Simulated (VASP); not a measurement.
# Sn (I4_1/amd) in VASP: settings compared

The runs below take Sn through relaxation of cell and atoms, single point, with PBEsol+D3(BJ), PBEsol+D4, LDA.

Program: VASP 6.6.1. These are calculated values, not measurements. Logs are shortened: lines on timing, memory, paths and dates and some standing lists are left out, and cuts for length are marked.

**1. The cell of the first run**

It takes space group I4_1/amd (No. 141, tetragonal). The conventional cell has a = 5.880 Å, b = 5.880 Å, c = 3.199 Å, α = 90.00°, β = 90.00°, γ = 90.00°. Within 4.0 Å of Sn (site symmetry -4m2) lie 10 Sn at 3.05 to 3.79 Å.

**2. Relaxation of cell and atoms, PBEsol+D3(BJ)**

INCAR reads:

```
SYSTEM = Sn
PREC = Accurate ; ENCUT = 600
EDIFF = 1E-6 ; ISMEAR = -1
SIGMA = 0.05 ; LREAL = .FALSE.
LASPH = .TRUE. ; NELM = 60
ALGO = Normal ; ISIF = 3
LWAVE = .FALSE. ; LCHARG = .FALSE.
GGA = PS ; IVDW = 12
IBRION = 2 ; NSW = 80
EDIFFG = -0.02
```

KPOINTS reads:

```
Automatic mesh
0
G
  9 9 9
  0 0 0
```

POSCAR reads:

```
Sn
1.0
   -2.9401404553      2.9401404553      1.5993019889
    2.9401404553     -2.9401404553      1.5993019889
    2.9401404553      2.9401404553     -1.5993019889
Sn
2
Direct
    0.0000000000      0.0000000000      0.0000000000
    0.7500000000      0.2500000000      0.5000000000
```

Potentials or basis: VASP PAW PBE potentials, release 64 (Sn_d).

Started as:

```bash
cat potpaw_PBE.64/Sn_d/POTCAR > POTCAR
mpirun -np 1 vasp_std > vasp.out
```

OUTCAR:

```text
SYSTEM = Sn
   PREC = Accurate
   ENCUT = 600
   EDIFF = 1E-6
   ISMEAR = -1
   LREAL = .FALSE.
   LASPH = .TRUE.
   NELM = 60
   ISIF = 3
   GGA = PS
   IVDW = 12
   IBRION = 2
   NSW = 80
   EDIFFG = -0.02
 IVDW          = 12

 ion  position               nearest neighbor table
   1  0.000  0.000  0.000-   2 3.05   2 3.05   2 3.05   2 3.05
   2  0.750  0.250  0.500-   1 3.05   1 3.05   1 3.05   1 3.05

  LATTYP: Found a body centered tetragonal cell.
 ALAT       =     5.8802809106
 C/A-ratio  =     0.5439542815

  Lattice vectors:

 A1 = (  -2.9401404553,   2.9401404553,   1.5993019889)
 A2 = (   2.9401404553,  -2.9401404553,   1.5993019889)
 A3 = (   2.9401404553,   2.9401404553,  -1.5993019889)

Analysis of symmetry for initial positions (statically):
=====================================================================
 Subroutine PRICEL returns:
 Original cell was already a primitive cell.

 Routine SETGRP: Setting up the symmetry group for a
 body centered tetragonal supercell.

 Subroutine GETGRP returns: Found 16 space group operations
 (whereof  8 operations were pure point group operations)
 out of a pool of 16 trial point group operations.

The static configuration has the point symmetry D_2d.
 The point group associated with its full space group is D_4h.

Analysis of symmetry for dynamics (positions and initial velocities):
=====================================================================
 Subroutine PRICEL returns:
 Original cell was already a primitive cell.

 Routine SETGRP: Setting up the symmetry group for a
 body centered tetragonal supercell.

 Subroutine GETGRP returns: Found 16 space group operations
 (whereof  8 operations were pure point group operations)
 out of a pool of 16 trial point group operations.

The dynamic configuration has the point symmetry D_2d.
 The point group associated with its full space group is D_4h.

 Subroutine INISYM returns: Found 16 space group operations
 (whereof  8 operations are pure point group operations),
 and found     1 'primitive' translations

----------------------------------------------------------------------------------------

                                     Primitive cell

  volume of cell :      55.3002

  direct lattice vectors                    reciprocal lattice vectors
    -2.940140455  2.940140455  1.599301989     0.000000000  0.170059903  0.312636390
     2.940140455 -2.940140455  1.599301989     0.170059903  0.000000000  0.312636390
     2.940140455  2.940140455 -1.599301989     0.170059903  0.170059903  0.000000000

  length of vectors
     4.454954393  4.454954393  4.454954393     0.355895888  0.355895888  0.240501021

  position of ions in fractional coordinates (direct lattice)
     0.000000000  0.000000000  0.000000000
     0.750000000  0.250000000  0.500000000

  ion indices of the primitive-cell ions
   primitive index   ion index
                 1           1
                 2           2

----------------------------------------------------------------------------------------

 KPOINTS: Automatic mesh

Automatic generation of k-mesh.
 Grid dimensions read from file:
 generate k-points for:    9    9    9

 Generating k-lattice:

  Cartesian coordinates                     Fractional coordinates (reciprocal lattice)
     0.000000000  0.018895545  0.034737377     0.111111111 -0.000000000  0.000000000
     0.018895545  0.000000000  0.034737377    -0.000000000  0.111111111  0.000000000
     0.018895545  0.018895545  0.000000000     0.000000000  0.000000000  0.111111111

  Length of vectors
     0.039543988  0.039543988  0.026722336

  Shift w.r.t. Gamma in fractional coordinates (k-lattice)
     0.000000000  0.000000000  0.000000000

 Subroutine IBZKPT returns following result:
 ===========================================

 Found     75 irreducible k-points:

 Following reciprocal coordinates:
            Coordinates               Weight
  0.000000  0.000000  0.000000      1.000000
  0.111111 -0.000000  0.000000      8.000000
  0.222222 -0.000000  0.000000      8.000000
  0.333333 -0.000000  0.000000      8.000000
  0.444444 -0.000000  0.000000      8.000000
  0.111111  0.111111  0.000000      8.000000
[... 16 lines left out ...]
 -0.333333  0.333333  0.000000      4.000000
  0.444444  0.444444 -0.000000      8.000000
 [... further k-points ...]
   k-points           NKPTS =     75   k-points in BZ     NKDIM =     75   number of bands    NBANDS=     18
   number of dos      NEDOS =    301   number of ions     NIONS =      2
   total plane-waves  NPLWV =  46656
   dimension x,y,z NGX =    36 NGY =   36 NGZ =   36
   dimension x,y,z NGXF=    72 NGYF=   72 NGZF=   72
   ions per type =               2
   NGX,Y,Z   is equivalent  to a cutoff of  13.43, 13.43, 13.43 a.u.
   NGXF,Y,Z  is equivalent  to a cutoff of  26.87, 26.87, 26.87 a.u.
 SYSTEM =  Sn
   PREC   = accura    normal or accurate (medium, high low for compatibility)
   ISTART =      0    job   : 0-new  1-cont  2-samecut
   ICHARG =      2    charge: 1-file 2-atom 10-const
   ISPIN  =      1    spin polarized calculation?
   LNONCOLLINEAR =      F non collinear calculations
   LSORBIT =      F    spin-orbit coupling
   LASPH  =      T    aspherical Exc in radial PAW
   ENCUT  =  600.0 eV  44.10 Ry    6.64 a.u.   8.90  8.90  8.90*2*pi/ulx,y,z
   NELM   =     60;   NELMIN=  2; NELMDL= -5     # of ELM steps
   EDIFF  = 0.1E-05   stopping-criterion for ELM
   LREAL  =      F    real-space projection
   EDIFFG = -.2E-01   stopping-criterion for IOM
   NSW    =     80    number of steps for IOM
   IBRION =      2    ionic relax: 0-MD 1-quasi-New 2-CG
   NFREE  =      1    steps in history (QN), initial steepest desc. (CG)
   ISIF   =      3    stress and relaxation
   ISYM   =      2    0-nonsym 1-usesym 2-fastsym
   POTIM  = 0.5000    time-step for ionic-motion
   TEBEG  =    0.0;   TEEND  =   0.0 temperature during run
   PSTRESS=    0.0 pullay stress
   NELECT =      28.0000    total number of electrons
   NUPDOWN=      -1.0000    fix difference up-down
   EMIN   =  10.00;   EMAX   =-10.00  energy-range for DOS
   EFERMI =   0.00;   METHOD = LEGACY
   ISMEAR =    -1;   SIGMA  =   0.05  broadening in eV -4-tet -1-fermi 0-gaus
   EFERMI_NEDOS =   21; number of points for ismear=-14 and -15
   IALGO  =     38    algorithm
   IMIX   =      4    mixing-type and parameters
     AMIX     =   0.40;   BMIX     =  1.00
     AMIX_MAG =   1.60;   BMIX_MAG =  1.00
  volume/ion in A,a.u.               =      27.65       186.59
  Fermi-wavevector in a.u.,A,eV,Ry     =   1.304824  2.465760 23.164816  1.702566
  Thomas-Fermi vector in A             =   2.435734
   LORBIT       =      0    0 simple, 1 ext, 2 COOP (PROOUT), +10 PAW based schemes
   GGA     = PS    functional components
   LHFCALC =     F    Hartree Fock is set to
   AEXX    =    0.0000 exact exchange contribution
   IVDW    =    12    specifies the selected vdW correction
   LEPSILON=     F    determine dielectric tensor
   LRPA    =     F    only Hartree local field effects (RPA)
 conjugate gradient relaxation of ions
 non-spin polarized calculation
  energy-cutoff  :      600.00
  volume of cell :       55.30
 maximum number of plane-waves:      1880
   NGX = 17   NGY = 17   NGZ = 17

--------------------------------------- Ionic step        1  -------------------------------------------

 number of electron      27.9999990 magnetization

 Free energy of the ion-electron system (eV)
  ---------------------------------------------------
  ext. energy  EPLUGINS =         0.00000000
  ---------------------------------------------------
  free energy    TOTEN  =        -8.50988602 eV

  energy without entropy =       -8.50245336  energy(sigma->0) =       -8.50616969

------------------------ aborting loop because EDIFF is reached ----------------------------------------

 Edisp (eV)   -0.76265

 E8    (eV) :    -0.5370

  FORCE on cell =-STRESS in cart. coord.  units (eV):
  Direction    XX          YY          ZZ          XY          YZ          ZX
  --------------------------------------------------------------------------------------
  -------------------------------------------------------------------------------------
  Total      -1.24490    -1.24490    -1.38312     0.00000     0.00000     0.00000
  in kB     -36.06782   -36.06782   -40.07229     0.00000     0.00000     0.00000
  external pressure =      -37.40 kB  Pullay stress =        0.00 kB
[... 261 lines left out ...]
  energy  without entropy=       -9.3123602120  energy(sigma->0) =       -9.31625402

--------------------------------------- Ionic step        8  -------------------------------------------

 number of electron      28.0000009 magnetization

 Free energy of the ion-electron system (eV)
  ---------------------------------------------------
  ext. energy  EPLUGINS =         0.00000000
  ---------------------------------------------------
  free energy    TOTEN  =        -8.50044232 eV

  energy without entropy =       -8.49274074  energy(sigma->0) =       -8.49659153

 E-fermi :   8.4815     XC(G=0): -10.6929

 val. band max:        8.4791688946   @ k =   0.4444   0.4444  -0.0000
 cond. band min:       8.4972221205   @ k =   0.2222   0.1111   0.0000
 fundamental gap:      0.0180532259
 Fermi energy:         8.4815043522

 k-point     1 :       0.0000    0.0000    0.0000
  band No.  band energies     occupation
      1     -13.1693      2.00000
      2     -13.0839      2.00000
      3     -13.0279      2.00000
      4     -13.0241      2.00000
      5     -12.8305      2.00000
      6     -12.8305      2.00000
[... 10 lines left out ...]
     17      14.8339      0.00000
     18      15.8142      0.00000
[... 466 lines left out ...]
      2     -13.0577      2.00000
      3     -12.9804      2.00000
      4     -12.9778      2.00000
      5     -12.8726      2.00000
      6     -12.8646      2.00000
[... 10 lines left out ...]
     17      12.5626      0.00000
     18      13.4500      0.00000

 [... further k-points ...]

------------------------ aborting loop because EDIFF is reached ----------------------------------------

 Edisp (eV)   -0.81974

 E8    (eV) :    -0.5775

  FORCE on cell =-STRESS in cart. coord.  units (eV):
  Direction    XX          YY          ZZ          XY          YZ          ZX
  --------------------------------------------------------------------------------------
  -------------------------------------------------------------------------------------
  Total      -0.02545    -0.02545    -0.02381     0.00000     0.00000     0.00000
  in kB      -0.79031    -0.79031    -0.73961     0.00000     0.00000     0.00000
  external pressure =       -0.77 kB  Pullay stress =        0.00 kB
[... 17 lines left out ...]
  FREE ENERGIE OF THE ION-ELECTRON SYSTEM (eV)
  ---------------------------------------------------
  free  energy   TOTEN  =        -9.3201841835 eV

  energy  without entropy=       -9.3124826012  energy(sigma->0) =       -9.31633339

 reached required accuracy - stopping structural energy minimisation
```

It took 2.2 min on 1 thread of Intel Xeon 6975P-C (Granite Rapids), shared host; peak memory 0.27 GiB.

Results:

```
Free energy                            : -9.3202 eV
Relaxed volume                         : 25.79 Å³/atom
Relaxed cell                           : a = 4.361 Å, b = 4.361 Å, c = 4.361 Å, α = 97.29°, β = 97.29°, γ = 138.27°
Space group after relaxing (to 0.05 Å) : I4_1/amd (No. 141)
Energy gained by relaxing              : 23.8 meV/atom
Ionic steps                            : 8
Pressure after relaxing                : -0.1 GPa
Band gap on the k mesh                 : zero (band 14 reaches 9.70 eV, above the bottom of band 15 at 5.47 eV)
Dispersion energy per atom             : -0.410 eV
```

Step by step:
| step | energy change (eV) | largest force (eV/Å) | pressure (GPa) | volume (Å³) |
| --- | --- | --- | --- | --- |
| 1 | 0.0000 | 0.0000 | -3.74 | 55.30 |
| 2 | -0.0412 | 0.0000 | 1.63 | 50.29 |
| 3 | -0.0473 | 0.0000 | 0.03 | 51.52 |
| 4 | -0.0472 | 0.0000 | -0.06 | 51.60 |
| 5 | -0.0476 | 0.0000 | -0.09 | 51.59 |
| 6 | -0.0476 | 0.0000 | -0.09 | 51.59 |
| 7 | -0.0476 | 0.0000 | -0.10 | 51.58 |
| 8 | -0.0476 | 0.0000 | -0.08 | 51.58 |

Final structure:
```
Sn
1.0
    -2.88141    2.88141    1.55327
     2.88141   -2.88141    1.55327
     2.88141    2.88141   -1.55327
Sn
2
Direct
  0.00000 0.00000 0.00000
  0.75000 0.25000 0.50000
```

Caveat: the PAW data sets were made with another functional, which shifts forces and pressure a little; spin-orbit coupling is left out, which moves the levels of the heavy elements; pairwise dispersion overbinds metals, which lowers pressure and volume.

[end of part 1 of 2]
